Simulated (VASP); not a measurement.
A run of VASP 6.6.1:

File INCAR:

```
SYSTEM = Ta3H
  ALGO = Normal
  DIPOL = 0.5 0.5 0.355
  EDIFF = 1E-7
  ENCUT = 520
  GGA = PE
  IDIPOL = 3
  ISIF = 2
  ISMEAR = 0
  LASPH = .True.
  LCHARG = .False.
  LDIPOL = .True.
  LREAL = .False.
  LWAVE = .False.
  NBANDS = 25
  NELM = 80
  PREC = Accurate
  SIGMA = 0.1
```

File KPOINTS:

```
k-points
0
Gamma
  10 10 1
  0 0 0
```

Contents of POSCAR:

```
Ta3H
1.0
    2.8743098524      0.0000000000      0.0000000000
   -0.9581032841      2.7099253172      0.0000000000
    0.0000000000      0.0000000000     20.0266897040
Ta H
3 1
Direct
    0.5000000000      0.5000000000      0.1997334587
    0.0000000000      0.0000000000      0.3127671377
    0.5000000000      0.5000000000      0.4257663064
    0.8333333333      1.1666666667      0.4802204405
```

Potentials or basis: VASP PAW PBE potentials, release 64 (Ta_pv, H).

Command:

```console
$ cat potpaw_PBE.64/Ta_pv/POTCAR potpaw_PBE.64/H/POTCAR > POTCAR
$ mpirun -np 1 vasp_std > vasp.out
```

Hardware: 1 thread of Intel(R) Xeon(R) Platinum 8259CL CPU @ 2.50GHz (Skylake/Cascade Lake), on a shared host.

Task: Estimate the wall time of this run.

Result: It took 3 min on 1 thread of Intel(R) Xeon(R) Platinum 8259CL CPU @ 2.50GHz (Skylake/Cascade Lake), on a shared host, peak memory 0.33 GiB. Counts: scf iterations 30, k points 31.
